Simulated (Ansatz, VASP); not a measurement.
P: VASP beside Ansatz

Contents of INCAR:

```
SYSTEM = P
PREC = Accurate
ENCUT = 520
EDIFF = 1E-6
ISMEAR = -1
SIGMA = 0.1
LREAL = .False.
LASPH = .True.
NELM = 100
ALGO = Normal
ISIF = 2
LWAVE = .False.
LCHARG = .True.
GGA = RP
LELF = .True.
LVHAR = .True.
NBANDS = 14
```

Contents of KPOINTS:

```
regular mesh
0
Gamma
  9 9 14
  0 0 0
```

The input POSCAR:

```
P
1.0
    4.5371507803      0.0000000000      0.0000000000
   -2.2685753902      3.9292878366      0.0000000000
    0.0000000000      0.0000000000      2.5561628922
P
3
Direct
    1.0000000000      0.0000000000      0.0000000000
    0.3333333333      0.6666666667      0.5000000000
    0.6666666667      0.3333333333      0.5000000000
```

Input for Ansatz:

```yaml
crystal:
  lattice:
    - [4.5371507803, 0.0, 0.0]
    - [-2.2685753902, 3.9292878366, 0.0]
    - [0.0, 0.0, 2.5561628922]
  atoms:
    - { symbol: P, position: [1.0, 0.0, 0.0] }
    - { symbol: P, position: [0.3333333333, 0.6666666667, 0.5] }
    - { symbol: P, position: [0.6666666667, 0.3333333333, 0.5] }
hamiltonian:
  xc: rpbe
  pseudopotentials:
    kind: paw
    azcp:
      P: "pseudopotentials/P.paw.azcp"
basis:
  ecutwfc: 420
  fft_grid_basis: typed
kpoints:
  mp_grid: { grid: [9, 9, 14], shift: [0, 0, 0] }
magnetization:
  spin_polarized: false
scf:
  occupations: { method: fermi_dirac, width: 0.1 }
  lower_state_search: "off"
output:
  stress: true
  write_density: true
  write_potential: true
  elf: true
  volumetric_format: npy
```

Alike in both runs: task single point; functional RPBE; k mesh 9 × 9 × 14; occupations fermi-dirac, width 0.1 eV; no spin polarisation.

|  | VASP | Ansatz |
| --- | --- | --- |
| version | VASP 6.6.1 | Ansatz 0.2.0 |
| potentials or method | VASP PAW PBE potentials, release 64 (P), cutoff 520 eV | plane waves (420 eV) with PAW, scalar-relativistic |
| valence electrons in the cell | 15 | 15 |

VASP gave:

| Property | Result |
| --- | --- |
| pressure (GPa) | -3.9 |
| traceless stress, the component that is largest in VASP (GPa) | -1.43 |

Task: What did Ansatz give for the same quantities?

Result: Pressure (GPa): -3.4; traceless stress, the component that is largest in VASP (GPa): -1.36.

VASP's potentials were made for PBE, not for RPBE. The functional is the same, so the differences come from potentials, cutoffs and numerics.
